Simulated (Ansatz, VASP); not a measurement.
**Sn: VASP beside Ansatz**

INCAR

```
  ALGO = Normal
  EDIFF = 1E-7
  ENCUT = 520
  GGA = PE
  ISIF = 2
  ISMEAR = 0
  LASPH = T
  LCHARG = T
  LELF = T
  LREAL = F
  LVHAR = T
  LWAVE = F
  NBANDS = 21
  NELM = 60
  PREC = Accurate
  SIGMA = 0.05
```

The input KPOINTS:

```
k-points
0
Gamma
  6 6 6
```

POSCAR

```
Sn
1.0
    0.0000000000      3.3282942044      3.3282942044
    3.3282942044      0.0000000000      3.3282942044
    3.3282942044      3.3282942044      0.0000000000
Sn
2
Direct
    0.0000000000      0.0000000000      0.0000000000
    0.2500000000      0.2500000000      0.2500000000
```

Input for Ansatz:

```yaml
crystal:
  lattice:
    - [0.0, 3.3282942044, 3.3282942044]
    - [3.3282942044, 0.0, 3.3282942044]
    - [3.3282942044, 3.3282942044, 0.0]
  atoms:
    - { symbol: Sn, position: [0.0, 0.0, 0.0] }
    - { symbol: Sn, position: [0.25, 0.25, 0.25] }
basis:
  ecutwfc: 420
  ecutrho_ratio: 4
kpoints:
  mp_grid: { grid: [6, 6, 6] }
hamiltonian:
  xc: pbe
scf:
  occupations: { method: gaussian, width: 0.05 }
output:
  forces: true
  stress: true
  eigenvalues: true
```

Alike in both runs: task single point; functional PBE; k mesh 6 × 6 × 6; occupations gaussian, width 0.05 eV; no spin polarisation.

```csv
,VASP,Ansatz
version,VASP 6.6.1,Ansatz 0.2.0
potentials or method,"VASP PAW PBE potentials, release 64 (Sn_d), cutoff 520 eV","scalar-relativistic, plane waves, PAW"
valence electrons in the cell,28,28
```

```csv
,VASP,Ansatz,Ansatz less VASP
gap on the k mesh at the Fermi level (eV),none,none,-
pressure (GPa),0.0,0.0,+0.05
```

A gap of «none» marks a metal or a gap that the smearing closes. With one functional, cell and mesh, what is left measures potentials, basis and numerics.
